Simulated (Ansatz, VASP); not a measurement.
## W in VASP and in Ansatz

```
W
1.0
    -1.56842    1.56842    1.56842
     1.56842   -1.56842    1.56842
     1.56842    1.56842   -1.56842
W
1
Direct
  0.00000 0.00000 0.00000
```

Alike in both runs: functional LDA; k mesh 18 × 18 × 18; occupations fermi-dirac, width 0.05 eV; non-collinear spin, spin-orbit coupling.

Ansatz relaxed the structure, and its values are those at the end. VASP's run is a single point on that final structure, the one shown.

```csv
,VASP,Ansatz
version,VASP 6.6.1,Ansatz 0.2.0
potentials or method,"VASP PAW LDA potentials, release 64 (W_sv), cutoff 520 eV",all-electron LAPW
```

```tsv
	VASP	Ansatz	Ansatz less VASP
pressure (GPa)	2.5	0.0	-2.49
net moment per atom (μB)	0.00	0.00	0.000
```

LDA's correlation is that of Perdew and Zunger in VASP and of Perdew and Wang (1992) in Ansatz. Ansatz ran all-electron here, and VASP with PAW potentials.
